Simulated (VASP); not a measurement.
**Sn: single point with PBE**

Sn:

```
Sn
1.0
     0.00000    3.39299    3.39299
     3.39299    0.00000    3.39299
     3.39299    3.39299    0.00000
Sn
2
Direct
  0.00000 0.00000 0.00000
  0.25000 0.25000 0.25000
```

This cell differs from its parent crystal: volume changed by +6%.

```json
{
 "Program": "VASP 6.6.1",
 "Task": "single point",
 "Functional": "PBE",
 "Potentials or basis": "VASP PAW PBE potentials, release 64 (Sn_d)",
 "Cutoff": "520 eV",
 "k mesh": "6 × 6 × 6",
 "Occupations": "fermi-dirac, width 0.02 eV",
 "Spin": "no spin polarisation",
 "Dipole correction": "no",
 "Further INCAR settings": "ALGO = Normal; EDIFF = 1e-07; NBANDS = 21"
}
```

```yaml
Pressure: -1.8 GPa
Band_gap_on_the_k_mesh: zero (band 14 reaches 4.42 eV, above the bottom of band 15 at 4.09 eV)
```

Levels at points of the mesh, in eV from the Fermi level:
| k point | band 12 | band 13 | band 14 | band 15 | band 16 | band 17 |
| --- | --- | --- | --- | --- | --- | --- |
| (0.00, 0.00, 0.00) | -1.31 | 0.31 | 0.31 | 0.31 | 2.35 | 2.35 |
| (0.50, 0.00, 0.00) | -5.65 | -0.71 | -0.71 | -0.02 | 3.37 | 3.37 |
| (0.50, 0.50, 0.00) | -6.89 | -1.84 | -1.84 | 1.16 | 1.16 | 7.11 |

Run time: 45 s on 1 thread of AMD EPYC 7R43 64-Core Processor (Zen 3), on a shared host, peak memory 0.16 GiB.

Caveat: spin-orbit coupling is left out, which moves the levels of the heavy elements.
